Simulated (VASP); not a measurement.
# Si2W (I4/mmm) in VASP: notebook

The runs below take Si2W through single point, with r2SCAN.

Everything below comes from runs of VASP 6.6.1. Logs are shortened: lines on timing, memory, paths and dates and some standing lists are left out, and cuts for length are marked.

### Step 1. The cell of the first run

Symmetry: I4/mmm, No. 139, tetragonal system. The conventional cell has a = 3.255 Å, b = 3.255 Å, c = 7.908 Å, α = 90.00°, β = 90.00°, γ = 90.00°. Within 3.4 Å of Si (site symmetry 4mm) lie 9 Si at 2.60 to 3.25 Å and 5 W at 2.64 to 2.65 Å. Within 3.5 Å of W (site symmetry 4/mmm) lie 10 Si at 2.64 to 2.65 Å and 4 W at 3.25 Å.

### Step 2. Single point, r2SCAN

File POSCAR:

```
Si2W
1.0
   -1.6274195200      1.6274195200      3.9541443300
    1.6274195200     -1.6274195200      3.9541443300
    1.6274195200      1.6274195200     -3.9541443300
Si W
2 1
Direct
    0.3355131940      0.3355131940      0.0000000000
    0.6644868060      0.6644868060      0.0000000000
    0.0000000000      0.0000000000      0.0000000000
```

File INCAR.step1:

```
ALGO = Normal
EDIFF = 1E-4
ENCUT = 520
GGA = PE
ISMEAR = -1
LASPH = True
LCHARG = False
LREAL = False
LWAVE = True
NBANDS = 18
NELM = 80
PREC = Accurate
SIGMA = 0.1
```

File INCAR.step2:

```
ALGO = Normal
EDIFF = 1E-6
ENCUT = 520
ISIF = 2
ISMEAR = -1
ISTART = 1
LASPH = True
LCHARG = False
LMIXTAU = True
LREAL = False
LWAVE = False
METAGGA = R2SCAN
NBANDS = 18
NELM = 80
PREC = Accurate
SIGMA = 0.1
```

File KPOINTS:

```
k-points
0
Gamma
  13 13 13
```

Potentials or basis: VASP PAW PBE potentials, release 64 (Si, W_sv).

On the command line:

```bash
$ cat potpaw_PBE.64/Si/POTCAR potpaw_PBE.64/W_sv/POTCAR > POTCAR
$ cp INCAR.step1 INCAR
$ mpirun -np 1 vasp_std > vasp.out
$ cp INCAR.step2 INCAR
$ mpirun -np 1 vasp_std > vasp.out
```

OUTCAR:

```text
EDIFF = 1E-6
   ENCUT = 520
   ISIF = 2
   ISMEAR = -1
   ISTART = 1
   LASPH = True
   LREAL = False
   METAGGA = R2SCAN
   NELM = 80
   PREC = Accurate

 ion  position               nearest neighbor table
   1  0.336  0.336  0.000-   2 2.60   3 2.64   3 2.64   3 2.64   3 2.64   3 2.65   2 2.67   2 2.67
                             2 2.67   2 2.67
   2  0.664  0.664  0.000-   1 2.60   3 2.64   3 2.64   3 2.64   3 2.64   3 2.65   1 2.67   1 2.67
                             1 2.67   1 2.67
   3  0.000  0.000  0.000-   2 2.64   2 2.64   1 2.64   1 2.64   2 2.64   2 2.64   1 2.64   1 2.64
                             1 2.65   2 2.65

  LATTYP: Found a body centered tetragonal cell.
 ALAT       =     3.2548390400
 C/A-ratio  =     2.4297019185

  Lattice vectors:

 A1 = (  -1.6274195200,   1.6274195200,   3.9541443300)
 A2 = (   1.6274195200,  -1.6274195200,   3.9541443300)
 A3 = (   1.6274195200,   1.6274195200,  -3.9541443300)

Analysis of symmetry for initial positions (statically):
=====================================================================
 Subroutine PRICEL returns:
 Original cell was already a primitive cell.

 Routine SETGRP: Setting up the symmetry group for a
 body centered tetragonal supercell.

 Subroutine GETGRP returns: Found 16 space group operations
 (whereof 16 operations were pure point group operations)
 out of a pool of 16 trial point group operations.

The static configuration has the point symmetry D_4h.

Analysis of symmetry for dynamics (positions and initial velocities):
=====================================================================
 Subroutine PRICEL returns:
 Original cell was already a primitive cell.

 Routine SETGRP: Setting up the symmetry group for a
 body centered tetragonal supercell.

 Subroutine GETGRP returns: Found 16 space group operations
 (whereof 16 operations were pure point group operations)
 out of a pool of 16 trial point group operations.

The dynamic configuration has the point symmetry D_4h.

 Subroutine INISYM returns: Found 16 space group operations
 (whereof 16 operations are pure point group operations),
 and found     1 'primitive' translations

----------------------------------------------------------------------------------------

                                     Primitive cell

  volume of cell :      41.8901

  direct lattice vectors                    reciprocal lattice vectors
    -1.627419520  1.627419520  3.954144330     0.000000000  0.307234855  0.126449608
     1.627419520 -1.627419520  3.954144330     0.307234855  0.000000000  0.126449608
     1.627419520  1.627419520 -3.954144330     0.307234855  0.307234855  0.000000000

  length of vectors
     4.575177152  4.575177152  4.575177152     0.332239009  0.332239009  0.434495699

  position of ions in fractional coordinates (direct lattice)
     0.335513194  0.335513194  0.000000000
     0.664486806  0.664486806  0.000000000
     0.000000000  0.000000000  0.000000000

  ion indices of the primitive-cell ions
   primitive index   ion index
                 1           1
                 2           2
                 3           3

----------------------------------------------------------------------------------------

 KPOINTS: k-points

Automatic generation of k-mesh.
 Grid dimensions read from file:
 generate k-points for:   13   13   13

 Generating k-lattice:

  Cartesian coordinates                     Fractional coordinates (reciprocal lattice)
     0.000000000  0.023633450  0.009726893     0.076923077  0.000000000 -0.000000000
     0.023633450  0.000000000  0.009726893     0.000000000  0.076923077 -0.000000000
     0.023633450  0.023633450  0.000000000     0.000000000  0.000000000  0.076923077

  Length of vectors
     0.025556847  0.025556847  0.033422746

  Shift w.r.t. Gamma in fractional coordinates (k-lattice)
     0.000000000  0.000000000  0.000000000

 Subroutine IBZKPT returns following result:
 ===========================================

 Found    196 irreducible k-points:

 Following reciprocal coordinates:
            Coordinates               Weight
  0.000000  0.000000  0.000000      1.000000
  0.076923 -0.000000  0.000000      8.000000
  0.153846  0.000000  0.000000      8.000000
  0.230769 -0.000000  0.000000      8.000000
  0.307692  0.000000  0.000000      8.000000
  0.384615  0.000000  0.000000      8.000000
[... 16 lines left out ...]
  0.384615  0.153846  0.000000     16.000000
  0.461538  0.153846  0.000000     16.000000
 [... further k-points ...]
   k-points           NKPTS =    196   k-points in BZ     NKDIM =    196   number of bands    NBANDS=     18
   number of dos      NEDOS =    301   number of ions     NIONS =      3
   total plane-waves  NPLWV =  46656
   dimension x,y,z NGX =    36 NGY =   36 NGZ =   36
   dimension x,y,z NGXF=    72 NGYF=   72 NGZF=   72
   ions per type =               2   1
   NGX,Y,Z   is equivalent  to a cutoff of  13.08, 13.08, 13.08 a.u.
   NGXF,Y,Z  is equivalent  to a cutoff of  26.16, 26.16, 26.16 a.u.
 SYSTEM =  unknown system
   PREC   = accura    normal or accurate (medium, high low for compatibility)
   ISTART =      1    job   : 0-new  1-cont  2-samecut
   ICHARG =      0    charge: 1-file 2-atom 10-const
   ISPIN  =      1    spin polarized calculation?
   LNONCOLLINEAR =      F non collinear calculations
   LSORBIT =      F    spin-orbit coupling
   LASPH  =      T    aspherical Exc in radial PAW
   ENCUT  =  520.0 eV  38.22 Ry    6.18 a.u.   8.51  8.51  8.51*2*pi/ulx,y,z
   NELM   =     80;   NELMIN=  2; NELMDL=  0     # of ELM steps
   EDIFF  = 0.1E-05   stopping-criterion for ELM
   LREAL  =      F    real-space projection
   EDIFFG = 0.1E-04   stopping-criterion for IOM
   NSW    =      0    number of steps for IOM
   IBRION =     -1    ionic relax: 0-MD 1-quasi-New 2-CG
   NFREE  =      0    steps in history (QN), initial steepest desc. (CG)
   ISIF   =      2    stress and relaxation
   ISYM   =      2    0-nonsym 1-usesym 2-fastsym
   POTIM  = 0.5000    time-step for ionic-motion
   TEBEG  =    0.0;   TEEND  =   0.0 temperature during run
   PSTRESS=    0.0 pullay stress
   NELECT =      22.0000    total number of electrons
   NUPDOWN=      -1.0000    fix difference up-down
   EMIN   =  10.00;   EMAX   =-10.00  energy-range for DOS
   EFERMI =   0.00;   METHOD = LEGACY
   ISMEAR =    -1;   SIGMA  =   0.10  broadening in eV -4-tet -1-fermi 0-gaus
   EFERMI_NEDOS =   21; number of points for ismear=-14 and -15
   IALGO  =     38    algorithm
   IMIX   =      4    mixing-type and parameters
     AMIX     =   0.40;   BMIX     =  1.00
     AMIX_MAG =   1.60;   BMIX_MAG =  1.00
  volume/ion in A,a.u.               =      13.96        94.23
  Fermi-wavevector in a.u.,A,eV,Ry     =   1.320825  2.495997 23.736426  1.744578
  Thomas-Fermi vector in A             =   2.450623
   LORBIT       =      0    0 simple, 1 ext, 2 COOP (PROOUT), +10 PAW based schemes
   METAGGA = R2SCAN    functional components
   LHFCALC =     F    Hartree Fock is set to
   AEXX    =    0.0000 exact exchange contribution
   IVDW    =     0    specifies the selected vdW correction
   LEPSILON=     F    determine dielectric tensor
   LRPA    =     F    only Hartree local field effects (RPA)
 non-spin polarized calculation
  energy-cutoff  :      520.00
  volume of cell :       41.89
 maximum number of plane-waves:      1155
 NGX is ok and might be reduce to    36
   NGX = 17   NGY = 17   NGZ = 17

 number of electron      22.0000001 magnetization

 Free energy of the ion-electron system (eV)
  ---------------------------------------------------
  ext. energy  EPLUGINS =         0.00000000
  ---------------------------------------------------
  free energy    TOTEN  =       -69.77620063 eV

  energy without entropy =      -69.76739501  energy(sigma->0) =      -69.77179782

 E-fermi :  11.4191     XC(G=0): -13.3158

 val. band max:       11.3753450035   @ k =  -0.3846  -0.4615   0.3846
 cond. band min:      11.4365325667   @ k =  -0.3077  -0.3846   0.3077
 fundamental gap:      0.0611875631
 Fermi energy:        11.4191344229

 k-point     1 :       0.0000    0.0000    0.0000
  band No.  band energies     occupation
      1     -64.4187      2.00000
      2     -28.0089      2.00000
      3     -28.0034      2.00000
      4     -28.0034      2.00000
      5      -3.1207      2.00000
      6       4.4093      2.00000
[... 10 lines left out ...]
     17      17.1777      0.00000
     18      17.1777      0.00000

 k-point     2 :       0.0769   -0.0000    0.0000
  band No.  band energies     occupation
      1     -64.4183      2.00000
      2     -28.0153      2.00000
      3     -28.0080      2.00000
      4     -28.0024      2.00000
      5      -3.0050      2.00000
      6       4.4103      2.00000
[... 10 lines left out ...]
     17      17.1903      0.00000
     18      17.6311      0.00000

 k-point     3 :       0.1538    0.0000    0.0000
  band No.  band energies     occupation
      1     -64.4172      2.00000
      2     -28.0480      2.00000
      3     -28.0056      2.00000
      4     -27.9993      2.00000
      5      -2.6627      2.00000
      6       4.3770      2.00000
[... 10 lines left out ...]
     17      17.4086      0.00000
     18      18.6794      0.00000

 k-point     4 :       0.2308   -0.0000    0.0000
  band No.  band energies     occupation
      1     -64.4156      2.00000
      2     -28.0937      2.00000
      3     -28.0021      2.00000
      4     -27.9950      2.00000
      5      -2.1071      2.00000
      6       4.1710      2.00000
[... 375 lines left out ...]
      4     -27.9957      2.00000
      5      -0.7436      2.00000
      6       3.2586      2.00000
[... 10 lines left out ...]
     17      18.7376      0.00000
     18      19.9796      0.00000

 k-point    23 :       0.3846    0.1538    0.0000
  band No.  band energies     occupation
      1     -64.4109      2.00000
      2     -28.1755      2.00000
      3     -28.0293      2.00000
      4     -27.9919      2.00000
      5       0.1504      2.00000
      6       2.5741      2.00000
[... 10 lines left out ...]
     17      18.9800      0.00000
     18      20.1530      0.00000

 k-point    24 :       0.4615    0.1538    0.0000
  band No.  band energies     occupation
      1     -64.4101      2.00000
      2     -28.1975      2.00000
      3     -28.0268      2.00000
      4     -27.9893      2.00000
      5       1.1254      2.00000
      6       1.6283      2.00000
[... 10 lines left out ...]
     17      19.0891      0.00000
     18      20.4714      0.00000

 [... further k-points ...]
[... 5 lines left out ...]
  --------------------------------------------------------------------------------------
  -------------------------------------------------------------------------------------
  Total       -2.0636177     -2.0636177     -2.4269329      0.0000000      0.0000000      0.0000000
  in kB      -78.9274887    -78.9274887    -92.8232569      0.0000000      0.0000000      0.0000000
  external PRESSURE =     -83.5594114 kB  Pullay stress =       0.0000000 kB

 VOLUME and BASIS-vectors are now :
 -----------------------------------------------------------------------------
  energy-cutoff  :      520.00
  volume of cell :       41.89
      direct lattice vectors                 reciprocal lattice vectors
    -1.627419520  1.627419520  3.954144330     0.000000000  0.307234855  0.126449608
     1.627419520 -1.627419520  3.954144330     0.307234855  0.000000000  0.126449608
     1.627419520  1.627419520 -3.954144330     0.307234855  0.307234855  0.000000000

 POSITION                                       TOTAL-FORCE (eV/Angst)
 -----------------------------------------------------------------------------------
      0.00000      0.00000      2.65334         0.000000     -0.000000      0.002415
      0.00000      0.00000      5.25495        -0.000000      0.000000     -0.002415
      0.00000      0.00000      0.00000        -0.000000     -0.000000      0.000000
 -----------------------------------------------------------------------------------
    total drift:                               -0.000000      0.000000      0.000000

  FREE ENERGIE OF THE ION-ELECTRON SYSTEM (eV)
  ---------------------------------------------------
  free  energy   TOTEN  =       -69.7762006279 eV

  energy  without entropy=      -69.7673950125  energy(sigma->0) =      -69.77179782
```

Wall time 7.4 min (1 thread of Intel Xeon 6975P-C, shared host); peak memory 0.32 GiB.

What came out:

```
Free energy            : -69.7762 eV
Pressure               : -8.4 GPa
Band gap on the k mesh : zero (band 11 reaches 12.07 eV, above the bottom of band 12 at 10.93 eV)
```

Forces in eV/Å, atoms in the order of the input:
```
Si   0.000  0.000  0.002
Si   0.000  0.000 -0.002
W    0.000  0.000  0.000
```

Caveat: the PAW data sets were made with another functional, which shifts forces and pressure a little; spin-orbit coupling is left out, which moves the levels of the heavy elements.

### Step 3. Single point, r2SCAN

This run uses another cell than the first one, of 14.23 Å³/atom, 1.019 times its volume.

File POSCAR:

```
Si2W
1.0
   -1.6377855300      1.6377855300      3.9793306400
    1.6377855300     -1.6377855300      3.9793306400
    1.6377855300      1.6377855300     -3.9793306400
Si W
2 1
Direct
    0.3359154321      0.3359154321      0.0000000000
    0.6640845679      0.6640845679      0.0000000000
    0.0000000000      0.0000000000      0.0000000000
```

File INCAR.step1:

```
PREC = Accurate ; ENCUT = 520
ISMEAR = -1 ; SIGMA = 0.1
LREAL = F ; LASPH = T
NELM = 80 ; NBANDS = 18
GGA = PE ; ALGO = Normal
EDIFF = 1E-4 ; LWAVE = T
LCHARG = F
```

File INCAR.step2:

```
PREC = Accurate ; ENCUT = 520
EDIFF = 1E-6 ; ISMEAR = -1
SIGMA = 0.1 ; LREAL = F
LASPH = T ; NELM = 80
ALGO = Normal ; ISIF = 2
LWAVE = F ; LCHARG = F
METAGGA = R2SCAN ; LMIXTAU = T
NBANDS = 18 ; ISTART = 1
```

File KPOINTS:

```
regular mesh
0
Gamma
  13 13 13
```

Potentials or basis: VASP PAW PBE potentials, release 64 (Si, W_sv).

On the command line:

```bash
$ cat potpaw_PBE.64/Si/POTCAR potpaw_PBE.64/W_sv/POTCAR > POTCAR
$ cp INCAR.step1 INCAR
$ mpirun -np 1 vasp_std > vasp.out
$ cp INCAR.step2 INCAR
$ mpirun -np 1 vasp_std > vasp.out
```

Wall time 8 min (1 thread of Intel Xeon 6975P-C, shared host); peak memory 0.32 GiB.

It converged, with:

| Quantity | Value |
| --- | --- |
| Free energy | -69.7252 eV |
| Pressure | -11.9 GPa |
| Largest force | 0.003 eV/Å |
| Band gap on the k mesh | zero (band 11 reaches 11.78 eV, above the bottom of band 12 at 10.67 eV) |

Forces in eV/Å, atoms in the order of the input:
```
Si   0.000  0.000  0.003
Si   0.000  0.000 -0.003
W    0.000  0.000  0.000
```

Stress tensor (GPa, compression positive):
```
-11.30   0.00   0.00
  0.00 -11.30   0.00
  0.00   0.00 -13.15
```

Levels at points of the mesh, in eV from the Fermi level:
| k point | band 7 | band 8 | band 9 | band 10 | band 11 | band 12 | band 13 | band 14 | band 15 | band 16 |
| --- | --- | --- | --- | --- | --- | --- | --- | --- | --- | --- |
| (0.00, 0.00, 0.00) | -3.90 | -3.13 | -2.87 | -2.87 | 0.52 | 2.68 | 2.95 | 2.95 | 3.46 | 4.66 |

Caveat: the PAW data sets were made with another functional, which shifts forces and pressure a little; spin-orbit coupling is left out, which moves the levels of the heavy elements.
